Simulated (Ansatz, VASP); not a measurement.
Two plane-wave programs on N

```xyz
2
Lattice="9.0000 0.0000 0.0000 0.0000 9.5000 0.0000 0.0000 0.0000 10.0000" Properties=species:S:1:pos:R:3 pbc="T T T"
N     4.5000    4.7500    4.4490
N     4.5000    4.7500    5.5510
```

Alike in both runs: functional PBE; k mesh 1 × 1 × 1; occupations fermi-dirac, width 0.02 eV; no spin polarisation.

Ansatz relaxed the structure, and its values are those at the end. VASP's run is a single point on that final structure, the one shown.

```csv
,VASP,Ansatz
version,VASP 6.6.1,Ansatz 0.2.0
potentials or method,"VASP PAW PBE potentials, release 64 (N_h), cutoff 1000 eV","plane waves, PAW"
valence electrons in the cell,10,10
```

|  | VASP | Ansatz | Ansatz less VASP |
| --- | --- | --- | --- |
| rms of the force components (eV/Å) | 0.047 | 0.001 | -0.0457 |

Ansatz's warnings: stress scf threshold loose.
